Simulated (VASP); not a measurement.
Wanted: the native input for a VASP 6.6.1 run.

```yaml
Task: single point
Functional: PBEsol
Potentials_or_basis: VASP PAW PBE potentials, release 64 (Al)
Cutoff: 520 eV
k_mesh: 18 × 18 × 18
Occupations: gaussian, width 0.1 eV
Spin: no spin polarisation
Dipole_correction: no
Further_INCAR_settings: ALGO = Fast; EDIFF = 1e-07; NBANDS = 8
```

The structure of Al lies in POSCAR:

```
Al
1.0
    0.0000000000      2.0471723166      2.0471723166
    2.0471723166      0.0000000000      2.0471723166
    2.0471723166      2.0471723166      0.0000000000
Al
1
Direct
    0.0000000000      0.0000000000      0.0000000000
```

This cell differs from its parent crystal: volume scaled by 1.06.

One way to write it, as run:

INCAR

```
PREC = Accurate
ENCUT = 520
EDIFF = 1E-7
ISMEAR = 0
SIGMA = 0.1
LREAL = False
LASPH = True
NELM = 100
ALGO = Fast
ISIF = 2
LWAVE = False
LCHARG = False
GGA = PS
NBANDS = 8
```

KPOINTS

```
Automatic mesh
0
Gamma
  18 18 18
```

Potentials or basis: VASP PAW PBE potentials, release 64 (Al).

The run is started by

```console
$ cat potpaw_PBE.64/Al/POTCAR > POTCAR
$ mpirun -np 1 vasp_std > vasp.out
```

Results of the run:

* Pressure: -4.1 GPa

Caveat: the PAW data sets were made with another functional, which shifts forces and pressure a little.

Wall time 28 s on 1 thread of Intel Xeon 8259CL, on a shared host, peak memory 0.14 GiB.
